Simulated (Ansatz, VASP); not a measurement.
# One calculation of Ti, two programs

```
Ti
1.0
     0.00000    2.75826    2.75826
     2.75826    0.00000    2.75826
     2.75826    2.75826    0.00000
Ti
2
Direct
  0.50000 0.50000 0.50000
  0.75000 0.75000 0.75000
```

Alike in both runs: functional PBEsol; k mesh 18 × 18 × 18; occupations gaussian, width 0.1 eV; no spin polarisation.

Ansatz relaxed the structure, and its values are those at the end. VASP's run is a single point on that final structure, the one shown.

|  | VASP | Ansatz |
| --- | --- | --- |
| version | VASP 6.6.1 | Ansatz 0.2.0 |
| potentials or method | VASP PAW PBE potentials, release 64 (Ti_sv), cutoff 520 eV | scalar-relativistic, plane waves, PAW |
| valence electrons in the cell | 24 | 24 |

```csv
,VASP,Ansatz,Ansatz less VASP
gap on the k mesh at the Fermi level (eV),none,none,-
pressure (GPa),0.2,0.0,-0.21
```

VASP's potentials were made for PBE, not for PBEsol. A gap of «none» marks a metal or a gap that the smearing closes. With one functional, cell and mesh, what is left measures potentials, basis and numerics.
